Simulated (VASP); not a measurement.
Write the native input for VASP 6.6.1 that does the following.

| Quantity | Value |
| --- | --- |
| Task | single point |
| Functional | PBE |
| Dispersion | D3(BJ) |
| Potentials or basis | VASP PAW PBE potentials, release 64 (O, H, N) |
| Cutoff | 520 eV |
| k mesh | 1 × 1 × 1 |
| Occupations | fermi-dirac, width 0.02 eV |
| Spin | no spin polarisation |
| Dipole correction | no |
| Further INCAR settings | LREAL = Auto; ALGO = Normal; EDIFF = 1e-06; NBANDS = 67 |

The structure of H23NO10 lies in POSCAR:

```
H23NO10
1.0
    6.9726830000      0.0000000000      0.0000000000
    0.0000000000      6.9726830000      0.0000000000
    0.0000000000      0.0000000000      6.9726830000
O H N
10 23 1
Direct
    0.9252105682      0.7849345797      0.0476287248
    0.4560367939      0.6800108366      0.1556502712
    1.0787526122      0.7831705529      0.4799443772
    0.3775160867      0.3792944552      0.3676490097
    0.5858290130      0.0080313417      0.3918004017
    0.3773870116      0.9253539850      0.7011504754
    0.2468920500      0.2265698871     -0.1542017614
    0.8154680200      1.0403169053      0.7705355313
    0.9821470444      0.4916328478      0.7889645923
    0.5021596421      0.5294948874      0.7190202107
    0.9433958205      0.6693979921     -0.0373313974
    0.9884143593      0.7574989427      0.1736203983
    0.5859150631      0.6665870225      0.0949562744
    0.4735336455      0.7745081771      0.2586092039
    1.1815537864      0.8326063296      0.5619070880
    0.9612655559      0.8315737285      0.5312732559
    0.2350601626      0.3328704317      0.3407870399
    0.4019256289      0.4954190517      0.2704984581
    0.7147177062      0.0500094440      0.4214733410
    0.5269707514      0.1318000546      0.3546554461
    0.4655453288      0.9875682001      0.6154876107
    0.4427850800      0.8021589394      0.7437165866
    0.2953812758      0.0893343351     -0.1858538528
    0.3597467431      0.3040436515     -0.1634664877
    0.8447537340      0.9724950926      0.8878935124
    0.8913355160      1.1603280975      0.7626476064
    1.0841164011      0.4001472604      0.8190964654
    1.0265632325      0.5680740111      0.6828218062
    0.4634944683      0.4858101250      0.5901315175
    0.6431957397      0.4879040106      0.7159080658
   -0.0813603601      0.2719039429      0.2722768266
    0.0639782419      0.2432922879      0.0887176428
    0.0363274797      0.0671764370      0.2374121984
    0.0466534905      0.2182517117      0.2393053004
```

These files were run (other wordings do the same):

INCAR

```
PREC = Accurate
ENCUT = 520
EDIFF = 1E-6
ISMEAR = -1
SIGMA = 0.02
LREAL = Auto
LASPH = True
NELM = 100
ALGO = Normal
ISIF = 2
LWAVE = False
LCHARG = True
GGA = PE
IVDW = 12
LELF = True
LVHAR = True
NBANDS = 67
```

KPOINTS

```
Automatic mesh
0
Gamma
  1 1 1
```

Potentials or basis: VASP PAW PBE potentials, release 64 (O, H, N).

The run is started by

```sh
$ cat potpaw_PBE.64/O/POTCAR potpaw_PBE.64/H/POTCAR potpaw_PBE.64/N/POTCAR > POTCAR
$ mpirun -np 1 vasp_gam > vasp.out
```

Results of the run:

* Pressure: -1.2 GPa
* Largest force: 2.685 eV/Å
* Band gap on the k mesh: 4.10 eV
* Dispersion energy per atom: -0.034 eV

Caveat: the k points lie up to 0.90 Å⁻¹ apart; the atoms stand as in a frame of molecular dynamics.

Wall time 47 s on 1 thread of Intel(R) Xeon(R) Platinum 8488C (Sapphire Rapids) (shared host), peak memory 0.35 GiB.
